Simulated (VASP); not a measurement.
# Ti2O (P-3m1) in VASP: single point with PBEsol

Aim: the single point of Ti2O with PBEsol.

Everything below comes from runs of VASP 6.6.1. Logs are shortened: lines on timing, memory, paths and dates and some standing lists are left out, and cuts for length are marked.

## 1. The cell of the first run

The structure is trigonal, space group P-3m1 (No. 164). Conventional cell: a = 2.953 Å, b = 2.953 Å, c = 14.421 Å, α = 90.00°, β = 90.00°, γ = 120.00°. Within 2.8 Å of Ti (site symmetry 3m) lie 3 O at 2.11 Å. Within 3.1 Å of Ti (site symmetry 3m) lie 3 O at 2.11 Å and 12 Ti at 2.82 to 3.01 Å. Within 3.1 Å of Ti (site symmetry 3m) lie 3 O at 2.11 Å and 12 Ti at 2.82 to 3.01 Å. Within 2.8 Å of O (site symmetry 3m) lie 6 Ti at 2.11 Å. Within 2.8 Å of O (site symmetry -3m) lie 6 Ti at 2.11 Å.

## 2. Single point, PBEsol (the distance across one plane changed)

INCAR reads:

```
SYSTEM = Ti2O
PREC     = Accurate       ! precision mode
ENCUT    = 520            ! plane-wave cutoff, eV
EDIFF    = 1E-6           ! SCF threshold, eV
ISMEAR   = 0              ! smearing method
SIGMA    = 0.15           ! smearing width, eV
LREAL    = .FALSE.        ! projectors in reciprocal space
LASPH    = .TRUE.         ! aspherical terms in the spheres
NELM     = 60             ! most SCF steps
ALGO     = Normal         ! electronic algorithm
ISIF     = 2              ! what is computed and relaxed
LWAVE    = .FALSE.        ! write WAVECAR
LCHARG   = .FALSE.        ! write CHGCAR
GGA      = PS             ! functional
NBANDS   = 55             ! bands
```

KPOINTS reads:

```
regular mesh
0
G
  18 18 4
  0 0 0
```

POSCAR reads:

```
Ti2O
1.0
   -2.9529519808      0.0000000000      0.0000000000
   -1.4764759904     -2.5573314315      0.0000000000
    0.0000000000      0.0000000000     14.4212009733
Ti O
6 3
Direct
    0.6666666667      0.6666666667      0.9048947030
    0.6666666667      0.6666666667      0.2497850951
    0.6666666667      0.6666666667      0.5773398990
    0.3333333333      0.3333333333      0.0777041979
    0.3333333333      0.3333333333      0.4052590019
    0.3333333333      0.3333333333      0.7328138059
    0.0000000000      1.0000000000      0.8188542544
    0.0000000000      1.0000000000      0.1637446465
    0.0000000000      1.0000000000      0.4912994505
```

Potentials or basis: VASP PAW PBE potentials, release 64 (Ti_sv, O).

On the command line:

```bash
> cat potpaw_PBE.64/Ti_sv/POTCAR potpaw_PBE.64/O/POTCAR > POTCAR
> mpirun -np 1 vasp_std > vasp.out
```

OUTCAR:

```text
SYSTEM = Ti2O
   PREC = Accurate
   ENCUT = 520
   EDIFF = 1E-6
   ISMEAR = 0
   LREAL = .FALSE.
   LASPH = .TRUE.
   NELM = 60
   ISIF = 2
   GGA = PS

 ion  position               nearest neighbor table
   1  0.667  0.667  0.905-   7 2.11   7 2.11   7 2.11
   2  0.667  0.667  0.250-   8 2.11   8 2.11   8 2.11   5 2.82   5 2.82   5 2.82
   3  0.667  0.667  0.577-   9 2.11   9 2.11   9 2.11   6 2.82   6 2.82   6 2.82
   4  0.333  0.333  0.078-   8 2.11   8 2.11   8 2.11
   5  0.333  0.333  0.405-   9 2.11   9 2.11   9 2.11   2 2.82   2 2.82   2 2.82
   6  0.333  0.333  0.733-   7 2.11   7 2.11   7 2.11   3 2.82   3 2.82   3 2.82
   7  0.000  0.000  0.819-   6 2.11   6 2.11   6 2.11   1 2.11   1 2.11   1 2.11
   8  0.000  0.000  0.164-   2 2.11   4 2.11   2 2.11   4 2.11   2 2.11   4 2.11
   9  0.000  0.000  0.491-   3 2.11   3 2.11   3 2.11   5 2.11   5 2.11   5 2.11

  LATTYP: Found a hexagonal cell.
 ALAT       =     2.9529519808
 C/A-ratio  =     4.8836557679

  Lattice vectors:

 A1 = (   1.4764759904,   2.5573314315,   0.0000000000)
 A2 = (  -2.9529519808,   0.0000000000,   0.0000000000)
 A3 = (   0.0000000000,   0.0000000000,  14.4212009733)

Analysis of symmetry for initial positions (statically):
=====================================================================
 Subroutine PRICEL returns:
 Original cell was already a primitive cell.

 Routine SETGRP: Setting up the symmetry group for a
 hexagonal supercell.

 Subroutine GETGRP returns: Found 12 space group operations
 (whereof  6 operations were pure point group operations)
 out of a pool of 24 trial point group operations.

The static configuration has the point symmetry C_3v.
 The point group associated with its full space group is D_3d.

Analysis of symmetry for dynamics (positions and initial velocities):
=====================================================================
 Subroutine PRICEL returns:
 Original cell was already a primitive cell.

 Routine SETGRP: Setting up the symmetry group for a
 hexagonal supercell.

 Subroutine GETGRP returns: Found 12 space group operations
 (whereof  6 operations were pure point group operations)
 out of a pool of 24 trial point group operations.

The dynamic configuration has the point symmetry C_3v.
 The point group associated with its full space group is D_3d.

 Subroutine INISYM returns: Found 12 space group operations
 (whereof  6 operations are pure point group operations),
 and found     1 'primitive' translations

----------------------------------------------------------------------------------------

                                     Primitive cell

  volume of cell :     108.9043

  direct lattice vectors                    reciprocal lattice vectors
    -2.952951981  0.000000000  0.000000000    -0.338644179  0.195516308  0.000000000
    -1.476475990 -2.557331432  0.000000000     0.000000000 -0.391032616  0.000000000
     0.000000000  0.000000000 14.421200973     0.000000000  0.000000000  0.069342352

  length of vectors
     2.952951981  2.952951981 14.421200973     0.391032616  0.391032616  0.069342352

  position of ions in fractional coordinates (direct lattice)
     0.666666667  0.666666667  0.904894703
     0.666666667  0.666666667  0.249785095
     0.666666667  0.666666667  0.577339899
     0.333333333  0.333333333  0.077704198
     0.333333333  0.333333333  0.405259002
     0.333333333  0.333333333  0.732813806
     0.000000000  0.000000000  0.818854254
     0.000000000  0.000000000  0.163744646
     0.000000000  0.000000000  0.491299451

  ion indices of the primitive-cell ions
   primitive index   ion index
                 1           1
                 2           2
                 3           3
                 4           4
                 5           5
                 6           6
                 7           7
                 8           8
                 9           9

----------------------------------------------------------------------------------------

 KPOINTS: regular mesh

Automatic generation of k-mesh.
 Grid dimensions read from file:
 generate k-points for:   18   18    4

 Generating k-lattice:

  Cartesian coordinates                     Fractional coordinates (reciprocal lattice)
    -0.018813566  0.010862017  0.000000000     0.055555556 -0.000000000  0.000000000
     0.000000000 -0.021724034  0.000000000     0.000000000  0.055555556  0.000000000
     0.000000000  0.000000000  0.017335588     0.000000000  0.000000000  0.250000000

  Length of vectors
     0.021724034  0.021724034  0.017335588

  Shift w.r.t. Gamma in fractional coordinates (k-lattice)
     0.000000000  0.000000000  0.000000000

 Subroutine IBZKPT returns following result:
 ===========================================

 Found    138 irreducible k-points:

 Following reciprocal coordinates:
            Coordinates               Weight
  0.000000  0.000000  0.000000      1.000000
  0.055556  0.000000  0.000000      6.000000
  0.111111  0.000000  0.000000      6.000000
  0.166667 -0.000000  0.000000      6.000000
  0.222222  0.000000  0.000000      6.000000
  0.277778  0.000000  0.000000      6.000000
[... 16 lines left out ...]
  0.444444  0.111111  0.000000     12.000000
  0.500000  0.111111  0.000000     12.000000
 [... further k-points ...]
   k-points           NKPTS =    138   k-points in BZ     NKDIM =    138   number of bands    NBANDS=     55
   number of dos      NEDOS =    301   number of ions     NIONS =      9
   total plane-waves  NPLWV =  62208
   dimension x,y,z NGX =    24 NGY =   24 NGZ =  108
   dimension x,y,z NGXF=    48 NGYF=   48 NGZF=  216
   ions per type =               6   3
   NGX,Y,Z   is equivalent  to a cutoff of  13.51, 13.51, 12.45 a.u.
   NGXF,Y,Z  is equivalent  to a cutoff of  27.02, 27.02, 24.90 a.u.
 SYSTEM =  Ti2O
   PREC   = accura    normal or accurate (medium, high low for compatibility)
   ISTART =      0    job   : 0-new  1-cont  2-samecut
   ICHARG =      2    charge: 1-file 2-atom 10-const
   ISPIN  =      1    spin polarized calculation?
   LNONCOLLINEAR =      F non collinear calculations
   LSORBIT =      F    spin-orbit coupling
   LASPH  =      T    aspherical Exc in radial PAW
   ENCUT  =  520.0 eV  38.22 Ry    6.18 a.u.   5.49  5.49 26.81*2*pi/ulx,y,z
   NELM   =     60;   NELMIN=  2; NELMDL= -5     # of ELM steps
   EDIFF  = 0.1E-05   stopping-criterion for ELM
   LREAL  =      F    real-space projection
[... 7 lines left out ...]
   TEBEG  =    0.0;   TEEND  =   0.0 temperature during run
   PSTRESS=    0.0 pullay stress
   NELECT =      90.0000    total number of electrons
   NUPDOWN=      -1.0000    fix difference up-down
   EMIN   =  10.00;   EMAX   =-10.00  energy-range for DOS
   EFERMI =   0.00;   METHOD = LEGACY
   ISMEAR =     0;   SIGMA  =   0.15  broadening in eV -4-tet -1-fermi 0-gaus
   EFERMI_NEDOS =   21; number of points for ismear=-14 and -15
   IALGO  =     38    algorithm
   IMIX   =      4    mixing-type and parameters
     AMIX     =   0.40;   BMIX     =  1.00
     AMIX_MAG =   1.60;   BMIX_MAG =  1.00
  volume/ion in A,a.u.               =      12.10        81.66
  Fermi-wavevector in a.u.,A,eV,Ry     =   1.536293  2.903173 32.112419  2.360196
  Thomas-Fermi vector in A             =   2.642962
   LORBIT       =      0    0 simple, 1 ext, 2 COOP (PROOUT), +10 PAW based schemes
   GGA     = PS    functional components
   LHFCALC =     F    Hartree Fock is set to
   AEXX    =    0.0000 exact exchange contribution
   IVDW    =     0    specifies the selected vdW correction
   LEPSILON=     F    determine dielectric tensor
   LRPA    =     F    only Hartree local field effects (RPA)
 non-spin polarized calculation
 Gauss-broadening in eV      SIGMA  =   0.15
  energy-cutoff  :      520.00
  volume of cell :      108.90
 maximum number of plane-waves:      2993
 NGX is ok and might be reduce to    24
   NGX = 11   NGY = 11   NGZ = 53

 number of electron      89.9999996 magnetization

 Free energy of the ion-electron system (eV)
  ---------------------------------------------------
  ext. energy  EPLUGINS =         0.00000000
  ---------------------------------------------------
  free energy    TOTEN  =       -82.67420736 eV

  energy without entropy =      -82.63298309  energy(sigma->0) =      -82.65359523

 E-fermi :   9.8004     XC(G=0): -12.4800

 val. band max:        9.7990258467   @ k =   0.3889   0.0556   0.0000
 cond. band min:       9.8024517884   @ k =   0.0556   0.0556   0.2500
 fundamental gap:      0.0034259417
 Fermi energy:         9.8004084480

 k-point     1 :       0.0000    0.0000    0.0000
  band No.  band energies     occupation
      1     -47.1997      2.00000
      2     -47.1675      2.00000
      3     -47.1433      2.00000
      4     -47.1137      2.00000
      5     -47.0585      2.00000
      6     -47.0304      2.00000
[... 47 lines left out ...]
     54      11.0443      0.00000
     55      11.0457      0.00000

 k-point     2 :       0.0556    0.0000    0.0000
  band No.  band energies     occupation
      1     -47.1970      2.00000
      2     -47.1651      2.00000
      3     -47.1404      2.00000
      4     -47.1114      2.00000
      5     -47.0567      2.00000
      6     -47.0290      2.00000
[... 47 lines left out ...]
     54      11.1269      0.00000
     55      11.1591      0.00000

 k-point     3 :       0.1111    0.0000    0.0000
  band No.  band energies     occupation
      1     -47.1891      2.00000
      2     -47.1582      2.00000
      3     -47.1321      2.00000
      4     -47.1047      2.00000
      5     -47.0517      2.00000
      6     -47.0250      2.00000
[... 1152 lines left out ...]
 k-point    23 :       0.4444    0.1111    0.0000
  band No.  band energies     occupation
      1     -47.1136      2.00000
      2     -47.0983      2.00000
      3     -47.0456      2.00000
      4     -47.0367      2.00000
      5     -47.0095      2.00000
      6     -46.9962      2.00000
[... 47 lines left out ...]
     54      11.9971      0.00000
     55      12.2208      0.00000

 k-point    24 :       0.5000    0.1111    0.0000
  band No.  band energies     occupation
      1     -47.1050      2.00000
      2     -47.0931      2.00000
      3     -47.0343      2.00000
      4     -47.0282      2.00000
      5     -47.0064      2.00000
      6     -46.9957      2.00000
[... 47 lines left out ...]
     54      12.2638      0.00000
     55      12.3570      0.00000

 [... further k-points ...]

------------------------ aborting loop because EDIFF is reached ----------------------------------------

  FORCE on cell =-STRESS in cart. coord.  units (eV):
  Direction    XX          YY          ZZ          XY          YZ          ZX
  --------------------------------------------------------------------------------------
  -------------------------------------------------------------------------------------
  Total       -0.1923189     -0.1923189     -3.5425511      0.0000000      0.0000000      0.0000000
  in kB       -2.8293561     -2.8293561    -52.1172966      0.0000000      0.0000000      0.0000000
  external PRESSURE =     -19.2586696 kB  Pullay stress =       0.0000000 kB

 VOLUME and BASIS-vectors are now :
 -----------------------------------------------------------------------------
  energy-cutoff  :      520.00
  volume of cell :      108.90
      direct lattice vectors                 reciprocal lattice vectors
    -2.952951981  0.000000000  0.000000000    -0.338644179  0.195516308  0.000000000
    -1.476475990 -2.557331432  0.000000000     0.000000000 -0.391032616  0.000000000
     0.000000000  0.000000000 14.421200973     0.000000000  0.000000000  0.069342352

 POSITION                                       TOTAL-FORCE (eV/Angst)
 -----------------------------------------------------------------------------------
     -2.95295     -1.70489     13.04967        -0.000000     -0.000000      1.065208
     -2.95295     -1.70489      3.60220        -0.000000     -0.000000     -0.104282
     -2.95295     -1.70489      8.32593        -0.000000     -0.000000     -0.019254
     -1.47648     -0.85244      1.12059         0.000000     -0.000000     -1.065208
     -1.47648     -0.85244      5.84432         0.000000      0.000000      0.019254
     -1.47648     -0.85244     10.56806        -0.000000      0.000000      0.104282
      0.00000      0.00000     11.80886        -0.000000      0.000000      0.106249
      0.00000      0.00000      2.36139         0.000000      0.000000     -0.106249
      0.00000      0.00000      7.08513        -0.000000      0.000000     -0.000000
 -----------------------------------------------------------------------------------
    total drift:                                0.000000      0.000000      0.000037

  FREE ENERGIE OF THE ION-ELECTRON SYSTEM (eV)
  ---------------------------------------------------
  free  energy   TOTEN  =       -82.6742073627 eV

  energy  without entropy=      -82.6329830945  energy(sigma->0) =      -82.65359523
```

Run time: 21 min. Hardware: 1 thread of Intel Xeon 6975P-C (Granite Rapids), shared host; peak memory 0.66 GiB.

Results:

```yaml
Free_energy: -82.6742 eV
Pressure: -1.9 GPa
Largest_force: 1.065 eV/Å
Band_gap_on_the_k_mesh: zero (bands 45 and 46 overlap by 0.73 eV)
```

Forces on the atoms (eV/Å):
```
Ti   0.000  0.000  1.065
Ti   0.000  0.000 -0.104
Ti   0.000  0.000 -0.019
Ti   0.000  0.000 -1.065
Ti   0.000  0.000  0.019
Ti   0.000  0.000  0.104
O    0.000  0.000  0.106
O    0.000  0.000 -0.106
O    0.000  0.000  0.000
```

Levels at points of the mesh, in eV from the Fermi level:
```csv
k point,band 42,band 43,band 44,band 45,band 46,band 47,band 48,band 49
"(0.00, 0.00, 0.00)",0.05,0.08,0.17,0.17,0.24,0.24,0.57,0.57
"(0.50, 0.00, 0.00)",-1.00,-0.63,-0.60,-0.45,0.21,0.38,1.21,1.23
"(0.00, 0.00, 0.50)",-0.36,0.11,0.11,0.39,0.39,0.47,0.47,0.48
"(0.50, 0.00, 0.50)",-1.02,-0.61,-0.56,-0.47,-0.08,0.81,1.00,1.16
```

Caveat: the cell differs from its parent crystal (the distance across one plane changed); the PAW data sets were made with another functional, which shifts forces and pressure a little.
